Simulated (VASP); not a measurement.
# MgS (F-43m) in VASP: further runs

The runs below take MgS through single point, with HSE06, PBE-based global hybrid, PBE-based screened hybrid.

Program: VASP 6.6.1. These are calculated values, not measurements. Logs are shortened: lines on timing, memory, paths and dates and some standing lists are left out, and cuts for length are marked.

### Step 1. The cell of the first run

It takes space group F-43m (No. 216, cubic). The conventional cell has a = 5.662 Å, b = 5.662 Å, c = 5.662 Å, α = 90.00°, β = 90.00°, γ = 90.00°. Mg (site symmetry -43m) has 4 S at 2.45 Å within 3.2 Å. Within 3.2 Å of S (site symmetry -43m) lie 4 Mg at 2.45 Å.

### Step 2. Single point, HSE06

File POSCAR:

```
MgS
1.0
    0.0000000000      2.8308768389      2.8308768389
    2.8308768389      0.0000000000      2.8308768389
    2.8308768389      2.8308768389      0.0000000000
Mg S
1 1
Direct
    0.0000000000      0.0000000000      0.0000000000
    0.2500000000      0.2500000000      0.2500000000
```

File INCAR.step1:

```
SYSTEM = MgS
ALGO = Normal
EDIFF = 1E-5
ENCUT = 520
GGA = PE
ISIF = 2
ISMEAR = 0
LASPH = .True.
LREAL = .False.
LWAVE = .True.
NBANDS = 11
NELM = 100
PREC = Accurate
SIGMA = 0.01
```

File INCAR.step2:

```
SYSTEM = MgS
ALGO = Normal
EDIFF = 1E-7
ENCUT = 520
GGA = PE
HFSCREEN = 0.2079
ISIF = 2
ISMEAR = 0
ISTART = 1
LASPH = .True.
LCHARG = .True.
LELF = .True.
LHFCALC = .True.
LREAL = .False.
LVHAR = .True.
LWAVE = .False.
NBANDS = 11
NELM = 100
PREC = Accurate
PRECFOCK = Normal
SIGMA = 0.01
```

File KPOINTS:

```
k-points
0
Gamma
  4 4 4
  0 0 0
```

Potentials or basis: VASP PAW PBE potentials, release 64 (Mg, S).

Run with:

```bash
> cat potpaw_PBE.64/Mg/POTCAR potpaw_PBE.64/S/POTCAR > POTCAR
> cp INCAR.step1 INCAR
> mpirun -np 1 vasp_std > vasp.out
> cp INCAR.step2 INCAR
> mpirun -np 1 vasp_std > vasp.out
```

OUTCAR:

```text
SYSTEM = MgS
   EDIFF = 1E-7
   ENCUT = 520
   GGA = PE
   HFSCREEN = 0.2079
   ISIF = 2
   ISMEAR = 0
   ISTART = 1
   LASPH = .True.
   LHFCALC = .True.
   LREAL = .False.
   NELM = 100
   PREC = Accurate
   PRECFOCK = Normal

 ion  position               nearest neighbor table
   1  0.000  0.000  0.000-   2 2.45   2 2.45   2 2.45   2 2.45
   2  0.250  0.250  0.250-   1 2.45   1 2.45   1 2.45   1 2.45

  LATTYP: Found a face centered cubic cell.
 ALAT       =     5.6617536778

  Lattice vectors:

 A1 = (   0.0000000000,   2.8308768389,   2.8308768389)
 A2 = (   2.8308768389,   0.0000000000,   2.8308768389)
 A3 = (   2.8308768389,   2.8308768389,   0.0000000000)

Analysis of symmetry for initial positions (statically):
=====================================================================
 Subroutine PRICEL returns:
 Original cell was already a primitive cell.

 Routine SETGRP: Setting up the symmetry group for a
 face centered cubic supercell.

 Subroutine GETGRP returns: Found 24 space group operations
 (whereof 24 operations were pure point group operations)
 out of a pool of 48 trial point group operations.

The static configuration has the point symmetry T_d .

Analysis of symmetry for dynamics (positions and initial velocities):
=====================================================================
 Subroutine PRICEL returns:
 Original cell was already a primitive cell.

 Routine SETGRP: Setting up the symmetry group for a
 face centered cubic supercell.

 Subroutine GETGRP returns: Found 24 space group operations
 (whereof 24 operations were pure point group operations)
 out of a pool of 48 trial point group operations.

The dynamic configuration has the point symmetry T_d .

 Subroutine INISYM returns: Found 24 space group operations
 (whereof 24 operations are pure point group operations),
 and found     1 'primitive' translations

----------------------------------------------------------------------------------------

                                     Primitive cell

  volume of cell :      45.3725

  direct lattice vectors                    reciprocal lattice vectors
     0.000000000  2.830876839  2.830876839    -0.176623721  0.176623721  0.176623721
     2.830876839  0.000000000  2.830876839     0.176623721 -0.176623721  0.176623721
     2.830876839  2.830876839  0.000000000     0.176623721  0.176623721 -0.176623721

  length of vectors
     4.003464419  4.003464419  4.003464419     0.305921258  0.305921258  0.305921258

  position of ions in fractional coordinates (direct lattice)
     0.000000000  0.000000000  0.000000000
[... 80 lines left out ...]
     AMIX     =   0.40;   BMIX     =  1.00
     AMIX_MAG =   1.60;   BMIX_MAG =  1.00
  volume/ion in A,a.u.               =      22.69       153.09
  Fermi-wavevector in a.u.,A,eV,Ry     =   0.917995  1.734760 11.465842  0.842716
  Thomas-Fermi vector in A             =   2.043027
   LORBIT       =      0    0 simple, 1 ext, 2 COOP (PROOUT), +10 PAW based schemes
   GGA     = PE    functional components
   LHFCALC =     T    Hartree Fock is set to
   PRECFOCK=normal    Normal, Fast or Accurate (Low or Medium for compatibility)
   ENCUT4O =  -1.0   cutoff for four orbital integrals eV
   NKREDX  =     1    reduce k-point grid by
   NKREDY  =     1    reduce k-point grid by
   NKREDZ  =     1    reduce k-point grid by
   AEXX    =    0.2500 exact exchange contribution
   HFSCREEN=    0.2079 screening length (either q_TF or 0.3 A-1)
   HFSCREENC=   0.2079 screening length for correlation (either q_TF or 0.3 A-1)
   ENCUTFOCK=  -1.0 apply spherical cutoff to Coloumb kernel
   IVDW    =     0    specifies the selected vdW correction
   LEPSILON=     F    determine dielectric tensor
   LRPA    =     F    only Hartree local field effects (RPA)
 non-spin polarized calculation
 Gauss-broadening in eV      SIGMA  =   0.01
  energy-cutoff  :      520.00
  volume of cell :       45.37
 maximum number of plane-waves:      1243
 NGX is ok and might be reduce to    30
  NGX = 24; NGY = 24; NGZ = 24

 number of electron       8.0000001 magnetization

 Free energy of the ion-electron system (eV)
  ---------------------------------------------------
  ext. energy  EPLUGINS =         0.00000000
  ---------------------------------------------------
  free energy    TOTEN  =        -9.83410165 eV

  energy without entropy =       -9.83410165  energy(sigma->0) =       -9.83410165

 E-fermi :   0.3857     XC(G=0):  -7.0157

 val. band max:        0.3366256244   @ k =   0.0000   0.0000   0.0000
 cond. band min:       4.8544478244   @ k =   0.0000   0.0000   0.0000
 fundamental gap:      4.5178222000
 Fermi energy:         0.3857261077

 k-point     1 :       0.0000    0.0000    0.0000
  band No.  band energies     occupation
      1     -12.0812      2.00000
      2       0.3366      2.00000
      3       0.3366      2.00000
      4       0.3366      2.00000
      5       4.8544      0.00000
      6       9.5197      0.00000
      7       9.5197      0.00000
      8       9.5197      0.00000
      9      12.5332      0.00000
     10      12.5332      0.00000
     11      15.3812      0.00000
[... 85 lines left out ...]
 k-point     8 :      -0.2500    0.5000    0.2500
  band No.  band energies     occupation
      1     -11.0773      2.00000
      2      -2.1436      2.00000
      3      -1.6460      2.00000
      4      -1.0787      2.00000
      5       6.9161      0.00000
      6       9.5820      0.00000
      7       9.7154      0.00000
      8      10.1329      0.00000
      9      14.4733      0.00000
     10      15.5732      0.00000
     11      15.8027      0.00000

------------------------ aborting loop because EDIFF is reached ----------------------------------------

  FORCE on cell =-STRESS in cart. coord.  units (eV):
  Direction    XX          YY          ZZ          XY          YZ          ZX
  --------------------------------------------------------------------------------------
  -------------------------------------------------------------------------------------
  Total       -0.0155575     -0.0155575     -0.0155575     -0.0000000      0.0000000     -0.0000000
  in kB       -0.5493596     -0.5493596     -0.5493596     -0.0000000      0.0000000     -0.0000000
  external PRESSURE =      -0.5493596 kB  Pullay stress =       0.0000000 kB

 VOLUME and BASIS-vectors are now :
 -----------------------------------------------------------------------------
  energy-cutoff  :      520.00
  volume of cell :       45.37
      direct lattice vectors                 reciprocal lattice vectors
     0.000000000  2.830876839  2.830876839    -0.176623721  0.176623721  0.176623721
     2.830876839  0.000000000  2.830876839     0.176623721 -0.176623721  0.176623721
     2.830876839  2.830876839  0.000000000     0.176623721  0.176623721 -0.176623721

 POSITION                                       TOTAL-FORCE (eV/Angst)
 -----------------------------------------------------------------------------------
      0.00000      0.00000      0.00000        -0.000000     -0.000000     -0.000000
      1.41544      1.41544      1.41544         0.000000      0.000000      0.000000
 -----------------------------------------------------------------------------------
    total drift:                               -0.000001      0.000001      0.000000

  FREE ENERGIE OF THE ION-ELECTRON SYSTEM (eV)
  ---------------------------------------------------
  free  energy   TOTEN  =        -9.8341016496 eV

  energy  without entropy=       -9.8341016496  energy(sigma->0) =       -9.83410165
```

It took 94 s on 1 thread of AMD EPYC 9R14 (Zen 4), shared host; peak memory 0.25 GiB.

Results:

```
Free energy            : -9.8341 eV
Pressure               : -0.1 GPa
Band gap on the k mesh : 4.52 eV, direct
```

Caveat: the k points lie up to 0.48 Å⁻¹ apart; the PAW data sets were made with another functional, which shifts forces and pressure a little.

(Continued in part 2 of 2.)
